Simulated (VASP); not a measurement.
Runs of VASP 6.6.1 on YTl3Pb. The structure is that of space group Pm-3m (No. 221), or close to it. The cells are those of the table. 

| task | cell | k mesh | cutoff (eV) | gap on the mesh (eV) | pressure (GPa) | relaxed volume (Å³/atom) |
| --- | --- | --- | --- | --- | --- | --- |
| relaxation of cell and atoms | relaxed from a = 5.159 Å, 5 atoms | 4 × 4 × 4 | 600 | none | -0.1 | 41.09 |
| single point | a = 5.159 Å, 5 atoms | 4 × 4 × 4 | 520 | none | (a) | - |
| single point | a = 5.812 Å, 5 atoms | 6 × 6 × 6 | 520 | none | 0.0 | - |
| relaxation of cell and atoms | relaxed from a = 5.856 Å, 5 atoms | 6 × 6 × 6 | 600 | none | 0.0 | 39.31 |
| single point | a = 5.856 Å, 5 atoms | 4 × 4 × 4 | 520 | none | 0.3 | - |
| single point | a = 5.845 Å, 5 atoms | 8 × 8 × 8 | 520 | none | 0.0 | - |

Alike in all rows: level PBE; potentials or basis VASP PAW PBE potentials, release 64 (Y_sv, Tl_d, Pb_d); no spin polarisation; smearing gaussian 0.1 eV.

**Question.** Fill in the values left out.

**Answer.** (a) 22.3.

Caveats: spin-orbit coupling is left out, which moves the levels of the heavy elements; the volume moved by over 15 % at a fixed basis, so the end points are rough (at least some runs); the cell stands under pressure (at least some runs).

A k mesh can miss the band edges, and the runs leave out spin-orbit coupling on Pb, Tl, Y.

A gap of «none» marks levels without a gap at the run's occupations.
